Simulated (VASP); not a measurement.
The system is CsPbCl3.

```xyz
5
Lattice="5.6050 0.0000 0.0000 0.0000 5.6050 0.0000 0.0000 0.0000 5.6050" Properties=species:S:1:pos:R:3 pbc="T T T"
Pb    2.8025    2.8025    2.8025
Cs    0.0000    0.0000    0.0000
Cl    2.8025    0.0000    2.8025
Cl    0.0000    2.8025    2.8025
Cl    2.8025    2.8025    0.0000
```

Base run:

```yaml
Program: VASP 6.6.1
Functional: PBEsol
Potentials_or_basis: VASP PAW PBE potentials, release 64 (Pb_d, Cs_sv, Cl)
Cutoff: 520 eV
k_mesh: 4 × 4 × 4
Occupations: fermi-dirac, width 0.05 eV
Spin: no spin polarisation
```

Its results: band gap on the k mesh 1.80 eV, direct; pressure 0.2 GPa.

**Question.** After a change of settings the same cell gave: band gap on the k mesh 1.94 eV, direct; pressure 1.8 GPa. Which change was it?
A. functional from PBEsol to r2SCAN; k mesh from 4 × 4 × 4 to 5 × 5 × 5
B. functional from PBEsol to B3LYP; k mesh from 4 × 4 × 4 to 3 × 3 × 3
C. functional from PBEsol to HSE06; k mesh from 4 × 4 × 4 to 3 × 3 × 3
D. functional from PBEsol to PBE

**Answer.** D.

PBE binds less tightly than PBEsol, so the same cell stands under more pressure.

Caveats: spin-orbit coupling is left out, which moves the levels of the heavy elements; the PAW data sets were made with another functional, which shifts forces and pressure a little (some runs).
